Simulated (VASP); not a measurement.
# Sn: single point with PBEsol

Sn:

```
Sn
1.0
    -1.89465    1.89465    1.89465
     1.89465   -1.89465    1.89465
     1.89465    1.89465   -1.89465
Sn
1
Direct
  0.00000 0.00000 0.00000
```

| Property | Result |
| --- | --- |
| Program | VASP 6.6.1 |
| Task | single point |
| Functional | PBEsol |
| Potentials or basis | VASP PAW PBE potentials, release 64 (Sn_d) |
| Cutoff | 520 eV |
| k mesh | 11 × 11 × 11 |
| Occupations | methfessel-paxton, width 0.3 eV |
| Spin | no spin polarisation |
| Dipole correction | no |
| Further INCAR settings | ALGO = Normal; EDIFF = 1e-07; NBANDS = 13 |

- Pressure: -1.7 GPa
- Band gap on the k mesh: zero (band 7 reaches 15.86 eV, above the bottom of band 8 at 5.54 eV)

Levels at points of the mesh, in eV from the Fermi level:
| k point | band 4 | band 5 | band 6 | band 7 | band 8 | band 9 | band 10 | band 11 |
| --- | --- | --- | --- | --- | --- | --- | --- | --- |
| (0.00, 0.00, 0.00) | -21.30 | -21.30 | -11.10 | 7.94 | 7.94 | 7.94 | 12.11 | 12.11 |

Wall time 17 s on 1 thread of Intel Xeon 8259CL (shared host), peak memory 0.15 GiB.

Caveat: the PAW data sets were made with another functional, which shifts forces and pressure a little; spin-orbit coupling is left out, which moves the levels of the heavy elements.
